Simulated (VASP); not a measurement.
# MgO (P6_3mc) in VASP: notebook

The runs below take MgO through single point, with PBE.

Everything below comes from runs of VASP 6.6.1. Logs are shortened: lines on timing, memory, paths and dates and some standing lists are left out, and cuts for length are marked.

**1. The cell of the first run**

It takes space group P6_3mc (No. 186, hexagonal). Conventional cell: a = 3.083 Å, b = 3.083 Å, c = 5.258 Å, α = 90.00°, β = 90.00°, γ = 120.00°. Mg (site symmetry 3m) has 4 O at 1.87 to 2.06 Å within 2.5 Å. O (site symmetry 3m) has 4 Mg at 1.87 to 2.06 Å within 2.5 Å.

**2. Single point, PBE**

File INCAR:

```
SYSTEM = MgO
ALGO = Normal
EDIFF = 1E-7
ENCUT = 520
GGA = PE
ISIF = 2
ISMEAR = 0
LASPH = .True.
LCHARG = .True.
LELF = .True.
LREAL = .False.
LVHAR = .True.
LWAVE = .False.
NBANDS = 16
NELM = 80
PREC = Accurate
SIGMA = 0.05
```

File KPOINTS:

```
k-points
0
Gamma
  9 9 6
  0 0 0
```

File POSCAR:

```
MgO
1.0
    3.0832000000      0.0000000000      0.0000000000
   -1.5416000000      2.6701295249      0.0000000000
    0.0000000000      0.0000000000      5.2581000000
Mg O
2 2
Direct
    0.3333333333      0.6666666667      0.0063188013
    0.6666666667      0.3333333333      0.5063188013
    0.3333333333      0.6666666667      0.3982811987
    0.6666666667      0.3333333333      0.8982811987
```

Potentials or basis: VASP PAW PBE potentials, release 64 (Mg, O).

Command:

```bash
cat potpaw_PBE.64/Mg/POTCAR potpaw_PBE.64/O/POTCAR > POTCAR
mpirun -np 1 vasp_std > vasp.out
```

OUTCAR:

```text
SYSTEM = MgO
   EDIFF = 1E-7
   ENCUT = 520
   GGA = PE
   ISIF = 2
   ISMEAR = 0
   LASPH = .True.
   LREAL = .False.
   NELM = 80
   PREC = Accurate

 ion  position               nearest neighbor table
   1  0.333  0.667  0.006-   4 1.87   4 1.87   4 1.87   3 2.06   2 3.17   2 3.17   2 3.17   2 3.17
                             2 3.17   2 3.17
   2  0.667  0.333  0.506-   3 1.87   3 1.87   3 1.87   4 2.06   1 3.17   1 3.17   1 3.17   1 3.17
                             1 3.17   1 3.17
   3  0.333  0.667  0.398-   2 1.87   2 1.87   2 1.87   1 2.06
   4  0.667  0.333  0.898-   1 1.87   1 1.87   1 1.87   2 2.06

  LATTYP: Found a hexagonal cell.
 ALAT       =     3.0832000000
 C/A-ratio  =     1.7054034769

  Lattice vectors:

 A1 = (   3.0832000000,   0.0000000000,   0.0000000000)
 A2 = (  -1.5416000000,   2.6701295249,   0.0000000000)
 A3 = (   0.0000000000,   0.0000000000,   5.2581000000)

Analysis of symmetry for initial positions (statically):
=====================================================================
 Subroutine PRICEL returns:
 Original cell was already a primitive cell.

 Routine SETGRP: Setting up the symmetry group for a
 hexagonal supercell.

 Subroutine GETGRP returns: Found 12 space group operations
 (whereof  6 operations were pure point group operations)
 out of a pool of 24 trial point group operations.

The static configuration has the point symmetry C_3v.
 The point group associated with its full space group is C_6v.

Analysis of symmetry for dynamics (positions and initial velocities):
=====================================================================
 Subroutine PRICEL returns:
 Original cell was already a primitive cell.

 Routine SETGRP: Setting up the symmetry group for a
 hexagonal supercell.

 Subroutine GETGRP returns: Found 12 space group operations
 (whereof  6 operations were pure point group operations)
 out of a pool of 24 trial point group operations.

The dynamic configuration has the point symmetry C_3v.
 The point group associated with its full space group is C_6v.

 Subroutine INISYM returns: Found 12 space group operations
 (whereof  6 operations are pure point group operations),
 and found     1 'primitive' translations

[... 92 lines left out ...]
   ISPIN  =      1    spin polarized calculation?
   LNONCOLLINEAR =      F non collinear calculations
   LSORBIT =      F    spin-orbit coupling
   LASPH  =      T    aspherical Exc in radial PAW
   ENCUT  =  520.0 eV  38.22 Ry    6.18 a.u.   5.73  5.73  9.78*2*pi/ulx,y,z
   NELM   =     80;   NELMIN=  2; NELMDL= -5     # of ELM steps
   EDIFF  = 0.1E-06   stopping-criterion for ELM
   LREAL  =      F    real-space projection
   EDIFFG = 0.1E-05   stopping-criterion for IOM
   NSW    =      0    number of steps for IOM
   IBRION =     -1    ionic relax: 0-MD 1-quasi-New 2-CG
   NFREE  =      0    steps in history (QN), initial steepest desc. (CG)
   ISIF   =      2    stress and relaxation
   ISYM   =      2    0-nonsym 1-usesym 2-fastsym
   POTIM  = 0.5000    time-step for ionic-motion
   TEBEG  =    0.0;   TEEND  =   0.0 temperature during run
   PSTRESS=    0.0 pullay stress
   NELECT =      16.0000    total number of electrons
   NUPDOWN=      -1.0000    fix difference up-down
   EMIN   =  10.00;   EMAX   =-10.00  energy-range for DOS
   EFERMI =   0.00;   METHOD = LEGACY
   ISMEAR =     0;   SIGMA  =   0.05  broadening in eV -4-tet -1-fermi 0-gaus
   EFERMI_NEDOS =   21; number of points for ismear=-14 and -15
   IALGO  =     38    algorithm
   IMIX   =      4    mixing-type and parameters
     AMIX     =   0.40;   BMIX     =  1.00
     AMIX_MAG =   1.60;   BMIX_MAG =  1.00
  volume/ion in A,a.u.               =      10.82        73.03
  Fermi-wavevector in a.u.,A,eV,Ry     =   1.174881  2.220203 18.780738  1.380345
  Thomas-Fermi vector in A             =   2.311271
   LORBIT       =      0    0 simple, 1 ext, 2 COOP (PROOUT), +10 PAW based schemes
   GGA     = PE    functional components
   LHFCALC =     F    Hartree Fock is set to
   AEXX    =    0.0000 exact exchange contribution
   IVDW    =     0    specifies the selected vdW correction
   LEPSILON=     F    determine dielectric tensor
   LRPA    =     F    only Hartree local field effects (RPA)
 non-spin polarized calculation
 Gauss-broadening in eV      SIGMA  =   0.05
  energy-cutoff  :      520.00
  volume of cell :       43.29
 maximum number of plane-waves:      1184
 NGX is ok and might be reduce to    24
   NGX = 11   NGY = 11   NGZ = 19

 number of electron      15.9999998 magnetization

 Free energy of the ion-electron system (eV)
  ---------------------------------------------------
  ext. energy  EPLUGINS =         0.00000000
  ---------------------------------------------------
  free energy    TOTEN  =       -22.99950250 eV

  energy without entropy =      -22.99950250  energy(sigma->0) =      -22.99950250

 E-fermi :   1.5939     XC(G=0): -10.1145

 val. band max:        1.2923398429   @ k =   0.0000   0.0000   0.0000
 cond. band min:       5.5459647113   @ k =   0.0000   0.0000   0.0000
 fundamental gap:      4.2536248683
 Fermi energy:         1.5939349429

 k-point     1 :       0.0000    0.0000    0.0000
  band No.  band energies     occupation
      1     -14.9247      2.00000
      2     -14.1888      2.00000
      3      -2.1202      2.00000
      4       1.0953      2.00000
      5       1.0953      2.00000
      6       1.2771      2.00000
[... 433 lines left out ...]
      3      -1.1798      2.00000
      4      -0.6024      2.00000
      5      -0.6024      2.00000
      6      -0.1719      2.00000
[... 8 lines left out ...]
     15      15.7731      0.00000
     16      20.9756      0.00000

 [... further k-points ...]
[... 5 lines left out ...]
  --------------------------------------------------------------------------------------
  -------------------------------------------------------------------------------------
  Total        8.0589996      8.0589996      0.3821544     -0.0000000      0.0000000      0.0000000
  in kB      298.2832397    298.2832397     14.1444656     -0.0000000      0.0000000      0.0000000
  external PRESSURE =     203.5703150 kB  Pullay stress =       0.0000000 kB

 VOLUME and BASIS-vectors are now :
 -----------------------------------------------------------------------------
  energy-cutoff  :      520.00
  volume of cell :       43.29
      direct lattice vectors                 reciprocal lattice vectors
     3.083200000  0.000000000  0.000000000     0.324338350  0.187256834  0.000000000
    -1.541600000  2.670129525  0.000000000     0.000000000  0.374513667  0.000000000
     0.000000000  0.000000000  5.258100000     0.000000000  0.000000000  0.190182766

 POSITION                                       TOTAL-FORCE (eV/Angst)
 -----------------------------------------------------------------------------------
     -0.00000      1.78009      0.03322         0.000000      0.000000      1.092316
      1.54160      0.89004      2.66227         0.000000      0.000000      1.092316
     -0.00000      1.78009      2.09420        -0.000000      0.000000     -1.092316
      1.54160      0.89004      4.72325         0.000000     -0.000000     -1.092316
 -----------------------------------------------------------------------------------
    total drift:                               -0.000000      0.000000      0.001542

  FREE ENERGIE OF THE ION-ELECTRON SYSTEM (eV)
  ---------------------------------------------------
  free  energy   TOTEN  =       -22.9995024971 eV

  energy  without entropy=      -22.9995024971  energy(sigma->0) =      -22.99950250
```

OSZICAR:

```text
N       E                     dE             d eps       ncg     rms          rms(c)
DAV:   1     0.601321344309E+02    0.60132E+02   -0.77165E+03  1544   0.891E+02
DAV:   2    -0.240003696245E+02   -0.84133E+02   -0.78757E+02  2088   0.202E+02
DAV:   3    -0.275455339836E+02   -0.35452E+01   -0.35407E+01  1840   0.425E+01
DAV:   4    -0.275597017912E+02   -0.14168E-01   -0.14168E-01  1960   0.312E+00
DAV:   5    -0.275597715556E+02   -0.69764E-04   -0.69764E-04  1856   0.206E-01    0.121E+01
DAV:   6    -0.230433810620E+02    0.45164E+01   -0.12340E+01  1536   0.268E+01    0.364E+00
DAV:   7    -0.230076070050E+02    0.35774E-01   -0.14440E-01  1560   0.301E+00    0.221E+00
DAV:   8    -0.230008661957E+02    0.67408E-02   -0.81642E-02  1680   0.317E+00    0.454E-01
DAV:   9    -0.229987657880E+02    0.21004E-02   -0.36826E-03  1904   0.543E-01    0.140E-01
DAV:  10    -0.229994800706E+02   -0.71428E-03   -0.10638E-03  1576   0.223E-01    0.226E-02
DAV:  11    -0.229994978211E+02   -0.17750E-04   -0.17405E-05  1872   0.356E-02    0.104E-02
DAV:  12    -0.229995026008E+02   -0.47798E-05   -0.61849E-06  1568   0.195E-02    0.635E-03
DAV:  13    -0.229995025873E+02    0.13554E-07   -0.10446E-06  1624   0.912E-03    0.187E-03
DAV:  14    -0.229995024971E+02    0.90125E-07   -0.87832E-08  1256   0.254E-03
   1 F= -.22999502E+02 E0= -.22999502E+02  d E =-.124180E-19
```

It took 38 s on 1 thread of Intel Xeon 8259CL, shared host; peak memory 0.17 GiB.

Results:

```yaml
Free_energy: -22.9995 eV
Pressure: 20.4 GPa
Largest_force: 1.092 eV/Å
Band_gap_on_the_k_mesh: 4.25 eV, direct
```

Forces in eV/Å, atoms in the order of the input:
```
Mg   0.000  0.000  1.092
Mg   0.000  0.000  1.092
O    0.000  0.000 -1.092
O    0.000  0.000 -1.092
```

Stress tensor (GPa, compression positive):
```
29.83  0.00  0.00
 0.00 29.83  0.00
 0.00  0.00  1.41
```

Levels at points of the mesh, in eV from the valence-band top:
```
           k point  band 5  band 6  band 7  band 8  band 9  band 10  band 11  band 12
(0.00, 0.00, 0.00)   -0.20   -0.02   -0.02    0.00    4.25     9.73    10.63    16.30
(0.00, 0.00, 0.50)   -0.11   -0.11   -0.11   -0.11    6.79     6.79    13.56    13.56
```

Caveat: forces of over 1 eV/Å act on the atoms, so gaps and moduli don't describe the material at rest.

**3. Single point, PBE**

This run uses another cell than the first one, of 10.78 Å³/atom, 0.996 times its volume.

File INCAR:

```
PREC     = Accurate       # precision mode
ENCUT    = 520            # plane-wave cutoff, eV
EDIFF    = 1E-6           # SCF threshold, eV
ISMEAR   = 0              # smearing method
SIGMA    = 0.05           # smearing width, eV
LREAL    = False          # projectors in reciprocal space
LASPH    = True           # aspherical terms in the spheres
NELM     = 80             # most SCF steps
ALGO     = Normal         # electronic algorithm
ISIF     = 2              # what is computed and relaxed
LWAVE    = False          # write WAVECAR
LCHARG   = False          # write CHGCAR
GGA      = PE             # functional
NBANDS   = 16             # bands
```

File KPOINTS:

```
regular mesh
0
Gamma
  9 9 6
```

File POSCAR:

```
MgO
1.0
    3.1606000000      0.0000000000      0.0000000000
   -1.5803000000      2.7371598912      0.0000000000
    0.0000000000      0.0000000000      4.9850000000
Mg O
2 2
Direct
    0.3333333333      0.6666666667      0.0063188013
    0.6666666667      0.3333333333      0.5063188013
    0.3333333333      0.6666666667      0.3982811987
    0.6666666667      0.3333333333      0.8982811987
```

Potentials or basis: VASP PAW PBE potentials, release 64 (Mg, O).

Command:

```bash
cat potpaw_PBE.64/Mg/POTCAR potpaw_PBE.64/O/POTCAR > POTCAR
mpirun -np 1 vasp_std > vasp.out
```

Wall time 28 s (1 thread of Intel Xeon 8259CL, shared host); peak memory 0.17 GiB.

It converged, with:

```
Free energy            : -23.2388 eV
Pressure               : 18.1 GPa
Largest force          : 0.214 eV/Å
Band gap on the k mesh : 4.13 eV, direct
```

Forces on the atoms (eV/Å):
```
Mg   0.000  0.000  0.214
Mg   0.000  0.000  0.214
O    0.000  0.000 -0.214
O    0.000  0.000 -0.214
```

Stress tensor (GPa, compression positive):
```
20.76  0.00  0.00
 0.00 20.76  0.00
 0.00  0.00 12.75
```

Levels at points of the mesh, in eV from the valence-band top:
```csv
k point,band 6,band 7,band 8,band 9,band 10,band 11
"(0.00, 0.00, 0.00)",-0.29,-0.29,0.00,4.13,9.36,10.94
"(0.00, 0.00, 0.50)",-0.43,-0.43,-0.43,6.67,6.67,13.87
```

A k mesh can miss the band edges. Expect the measured gap to be larger: semilocal functionals such as PBE lack the derivative discontinuity.

**4. Single point, PBE**

This run uses another cell than the first one, of 11.10 Å³/atom, 1.026 times its volume.

File INCAR:

```
SYSTEM = MgO
ALGO = Normal
EDIFF = 1E-7
ENCUT = 520
GGA = PE
ISIF = 2
ISMEAR = 0
LASPH = .TRUE.
LCHARG = .TRUE.
LELF = .TRUE.
LREAL = .FALSE.
LVHAR = .TRUE.
LWAVE = .FALSE.
NBANDS = 16
NELM = 80
PREC = Accurate
SIGMA = 0.05
```

File KPOINTS:

```
k-points
0
G
  9 9 6
  0 0 0
```

File POSCAR:

```
MgO
1.0
    3.0832000000      0.0000000000      0.0000000000
   -1.5416000000      2.6701295249      0.0000000000
    0.0000000000      0.0000000000      5.3947000000
Mg O
2 2
Direct
    0.3333333333      0.6666666667      0.0063188013
    0.6666666667      0.3333333333      0.5063188013
    0.3333333333      0.6666666667      0.3982811987
    0.6666666667      0.3333333333      0.8982811987
```

Command:

```bash
cat potpaw_PBE.64/Mg/POTCAR potpaw_PBE.64/O/POTCAR > POTCAR
mpirun -np 1 vasp_std > vasp.out
```

It took 43 s on 1 thread of Intel Xeon 8259CL, shared host; peak memory 0.17 GiB.

The run converged. Its results:

| Property | Result |
| --- | --- |
| Free energy | -22.9907 eV |
| Pressure | 17.0 GPa |
| Largest force | 1.176 eV/Å |
| Band gap on the k mesh | 4.05 eV, direct |

Forces in eV/Å, atoms in the order of the input:
```
Mg   0.000  0.000  1.176
Mg   0.000  0.000  1.176
O    0.000  0.000 -1.176
O    0.000  0.000 -1.176
```

Stress tensor (GPa, compression positive):
```
27.56  0.00  0.00
 0.00 27.56  0.00
 0.00  0.00 -4.07
```

Levels at points of the mesh, in eV from the valence-band top:
```
           k point  band 4  band 5  band 6  band 7  band 8  band 9  band 10  band 11  band 12  band 13
(0.00, 0.00, 0.00)   -0.16   -0.16   -0.08    0.00    0.00    4.05     9.57    10.23    16.01    16.35
(0.00, 0.00, 0.50)   -2.07   -0.08   -0.08   -0.08   -0.08    6.56     6.56    13.18    13.18    16.88
```

Caveat: forces of over 1 eV/Å act on the atoms, so gaps and moduli don't describe the material at rest. A k mesh can miss the band edges.

(Continued in part 2 of 2.)
